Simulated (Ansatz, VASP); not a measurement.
## Ga2O3: VASP beside Ansatz

```
Ga O
1.0
     1.38839    0.00000   -5.63998
     0.00000    3.03906    0.00000
    11.70033   -1.82344    2.26106
Ga O
8 12
Direct
  0.79142 0.50431 0.84052
  0.59142 0.70431 0.34052
  0.30858 0.39569 0.65948
  0.10858 0.59569 0.15948
  0.09901 0.24524 0.40873
  0.29901 0.04524 0.90873
  0.60099 0.05476 0.09127
  0.80099 0.85476 0.59127
  0.50653 0.54853 0.91421
  0.30653 0.74853 0.41421
  0.59347 0.35147 0.58579
  0.39347 0.55147 0.08579
  0.05581 0.55401 0.92334
  0.85581 0.75401 0.42334
  0.04419 0.34599 0.57666
  0.84419 0.54599 0.07666
  0.09228 0.14777 0.24629
  0.29228 0.94777 0.74629
  0.60772 0.15223 0.25371
  0.80772 0.95223 0.75371
```

Alike in both runs: task single point; functional r2SCAN; k mesh 4 × 7 × 2; occupations gaussian, width 0.05 eV; no spin polarisation.

|  | VASP | Ansatz |
| --- | --- | --- |
| version | VASP 6.6.1 | Ansatz 0.2.0 |
| potentials or method | VASP PAW PBE potentials, release 64 (Ga_d, O), cutoff 520 eV | scalar-relativistic, plane waves, PAW |
| valence electrons in the cell | 176 | 176 |

|  | VASP | Ansatz | Ansatz less VASP |
| --- | --- | --- | --- |
| gap on the k mesh at the Fermi level (eV) | 0.56 | 0.60 | +0.038 |
| least direct gap on the mesh (eV) | 0.70 | 0.74 | +0.037 |
| pressure (GPa) | 3.3 | 1.5 | -1.77 |
| traceless stress, the component that is largest in VASP (GPa) | 7.68 | 7.69 | +0.015 |
| rms of the force components (eV/Å) | 1.087 | 1.090 | +0.0030 |

VASP's potentials were made for PBE, not for r2SCAN. Atom by atom the forces differ by 0.042 eV/Å (rms over components). The functional is the same, so the differences come from potentials, cutoffs and numerics.
